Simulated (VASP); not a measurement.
Write the native input for VASP 6.6.1 that does the following.

| Property | Result |
| --- | --- |
| Task | single point |
| Functional | PBE |
| Dispersion | D3(BJ) |
| Potentials or basis | VASP PAW PBE potentials, release 64 (Pd) |
| Cutoff | 520 eV |
| k mesh | 9 × 9 × 12 |
| Occupations | tetrahedron |
| Spin | no spin polarisation |
| Dipole correction | no |
| Further INCAR settings | ALGO = Normal; EDIFF = 1e-06; NBANDS = 22 |

The structure of Pd lies in POSCAR:

```
Pd
1.0
    3.9038663883      0.0000000000      0.0000000000
   -1.9519331942      3.3808474653      0.0000000000
    0.0000000000      0.0000000000      2.3194056156
Pd
3
Direct
    0.0000000000      0.0000000000      0.0000000000
    0.3333333333      0.6666666667      0.5000000000
    0.6666666667      0.3333333333      0.5000000000
```

These files were run (other wordings do the same):

INCAR

```
  PREC = Accurate
  ENCUT = 520
  EDIFF = 1E-6
  ISMEAR = -5
  SIGMA = 0.1
  LREAL = False
  LASPH = True
  NELM = 60
  ALGO = Normal
  ISIF = 2
  LWAVE = False
  LCHARG = False
  GGA = PE
  IVDW = 12
  NBANDS = 22
```

KPOINTS

```
Automatic mesh
0
Gamma
  9 9 12
```

Potentials or basis: VASP PAW PBE potentials, release 64 (Pd).

Command:

```console
$ cat potpaw_PBE.64/Pd/POTCAR > POTCAR
$ mpirun -np 1 vasp_std > vasp.out
```

It gave:

```json
{
 "Pressure": "197.1 GPa",
 "Band gap on the k mesh": "zero (band 15 reaches 19.02 eV, above the bottom of band 16 at 17.12 eV)",
 "Dispersion energy per atom": "-0.979 eV"
}
```

Caveat: pairwise dispersion overbinds metals, which lowers pressure and volume; tetrahedron occupations give inexact forces and stress in metals.

Wall time 26 s on 1 thread of Intel(R) Xeon(R) 6975P-C (Granite Rapids) (shared host), peak memory 0.18 GiB.
